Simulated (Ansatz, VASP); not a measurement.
## Two plane-wave programs on Se

```
CELL_PARAMETERS angstrom
4.36620 0.00000 0.00000
-2.18310 3.78124 0.00000
0.00000 0.00000 4.95360
ATOMIC_POSITIONS crystal
Se 0.77460 0.77460 0.00000
Se 0.00000 0.22540 0.66667
Se 0.22540 0.00000 0.33333
```

Alike in both runs: task relaxation of cell and atoms; functional PBEsol; dispersion D4; k mesh 7 × 7 × 6; occupations fermi-dirac, width 0.05 eV; no spin polarisation.

|  | VASP | Ansatz |
| --- | --- | --- |
| version | VASP 6.6.1 | Ansatz 0.2.0 |
| potentials or method | VASP PAW PBE potentials, release 64 (Se) | Ansatz PAW |
| plane-wave cutoff (eV) | 600 | 420 |
| valence electrons in the cell | 18 | 48 |

VASP gave:

```
relaxed volume (Å³/atom)                                     : 22.84
relaxed cell length with the largest relative difference (Å) : 3.922
```

**Question.** Which values does Ansatz return?

**Answer.** Relaxed volume (Å³/atom): 22.87; relaxed cell length with the largest relative difference (Å): 3.926.

VASP's potentials were made for PBE, not for PBEsol. VASP's potentials hold 18 valence electrons a cell and Ansatz's 48, so a difference there can come from the potentials and not from the codes.

Noted on VASP's run: the volume moved by over 15 % at a fixed basis, so the end points are rough. Noted on Ansatz's run: the volume moved by over 15 % at a fixed basis, so the end points are rough; odd divisions of the mesh miss points on the zone boundary, where band edges often lie, so the gap on the mesh can be too wide; the plane-wave basis is chosen anew once the cell has moved, so the energies of steps on either side of that aren't comparable.
